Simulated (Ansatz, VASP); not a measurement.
**SnTe in VASP and in Ansatz**

```
CELL_PARAMETERS angstrom
0.00000 3.10827 3.10827
3.10827 0.00000 3.10827
3.10827 3.10827 0.00000
ATOMIC_POSITIONS crystal
Te 0.50000 0.50000 0.50000
Sn 0.00000 0.00000 0.00000
```

Alike in both runs: task single point; functional PBEsol; k mesh 7 × 7 × 7; occupations fermi-dirac, width 0.05 eV; non-collinear spin, spin-orbit coupling.

```csv
,VASP,Ansatz
version,VASP 6.6.1,Ansatz 0.2.0
potentials or method,"VASP PAW PBE potentials, release 64 (Te, Sn_d)",Ansatz PAW
plane-wave cutoff (eV),520,420
valence electrons in the cell,20,30
```

VASP gave:

| Quantity | Value |
| --- | --- |
| pressure (GPa) | 1.7 |
| net moment per atom (μB) | 0.00 |

**Question.** What did Ansatz give for the same quantities?

**Answer.** Pressure (GPa): 1.6; net moment per atom (μB): 0.00.

VASP's potentials were made for PBE, not for PBEsol. The functional is the same, so the differences come from potentials, cutoffs and numerics. VASP's potentials hold 20 valence electrons a cell and Ansatz's 30, so a difference there can come from the potentials and not from the codes.
